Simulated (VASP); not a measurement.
## W3O: single point with PBEsol

Crystal: W3O.

```
W O
1.0
     4.83135    0.00000    0.00000
     0.00000    4.83135    0.00000
     0.00000    0.00000    4.83135
W O
6 2
Direct
  0.50000 0.75000 0.00000
  0.00000 0.50000 0.75000
  0.25000 0.00000 0.50000
  0.50000 0.25000 0.00000
  0.00000 0.50000 0.25000
  0.75000 0.00000 0.50000
  0.50000 0.50000 0.50000
  0.00000 0.00000 0.00000
```

```
Program                : VASP 6.6.1
Task                   : single point
Functional             : PBEsol
Potentials or basis    : VASP PAW PBE potentials, release 64 (W_sv, O)
Cutoff                 : 520 eV
k mesh                 : 8 × 8 × 8
Occupations            : gaussian, width 0.15 eV
Spin                   : no spin polarisation
Dipole correction      : no
Further INCAR settings : ALGO = Normal; EDIFF = 1e-06; NBANDS = 58
```

```
Pressure               : 1.0 GPa
Band gap on the k mesh : zero (band 48 reaches 10.54 eV, above the bottom of band 49 at 9.59 eV)
```

Levels at points of the mesh, in eV from the Fermi level:
```
           k point  band 44  band 45  band 46  band 47  band 48  band 49  band 50  band 51  band 52  band 53
(0.00, 0.00, 0.00)    -1.41    -1.41    -0.72     0.13     0.13     0.13     1.42     1.42     1.42     2.35
(0.50, 0.00, 0.00)    -2.20    -0.90    -0.90     0.45     0.45     0.46     0.46     1.08     1.08     2.04
(0.50, 0.50, 0.00)    -0.92    -0.92    -0.34    -0.32    -0.32    -0.18    -0.18    -0.12     0.17     0.94
(0.50, 0.50, 0.50)    -1.51    -1.04    -1.04    -1.04    -1.04    -0.22    -0.22     0.67     0.67     0.67
```

Wall time 6 min on 1 thread of AMD EPYC 7R43 64-Core Processor (Zen 3) (shared host), peak memory 0.26 GiB.

Caveat: the PAW data sets were made with another functional, which shifts forces and pressure a little; spin-orbit coupling is left out, which moves the levels of the heavy elements.
